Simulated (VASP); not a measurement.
Input of a VASP 6.6.1 run:

File INCAR:

```
SYSTEM = Sn3Te
ALGO = Fast
EDIFF = 1E-6
ENCUT = 520
GGA = PE
ISIF = 2
ISMEAR = 0
LASPH = .True.
LCHARG = .False.
LREAL = .False.
LWAVE = .False.
NBANDS = 32
NELM = 80
PREC = Accurate
SIGMA = 0.1
```

File KPOINTS:

```
k-points
0
Gamma
  12 12 6
  0 0 0
```

File POSCAR:

```
Sn3Te
1.0
    3.8267030922      0.0000000000      0.0000000000
    0.0000000000      3.8267030922      0.0000000000
    0.0000000000      0.0000000000      7.7088971629
Sn Te
3 1
Direct
    0.5000000000      0.5000000000      0.7536275299
    0.0000000000      0.0000000000      0.5000000000
    0.5000000000      0.5000000000      0.2463724701
    0.0000000000      0.0000000000      0.0000000000
```

Potentials or basis: VASP PAW PBE potentials, release 64 (Sn_d, Te).

The run is started by

```sh
$ cat potpaw_PBE.64/Sn_d/POTCAR potpaw_PBE.64/Te/POTCAR > POTCAR
$ mpirun -np 1 vasp_std > vasp.out
```

Q: Predict the band gap on the k mesh.

A: Zero (bands 24 and 25 overlap by 2.71 eV).

Q: Estimate the pressure.

A: -0.1 GPa.

Caveat: spin-orbit coupling is left out, which moves the levels of the heavy elements.
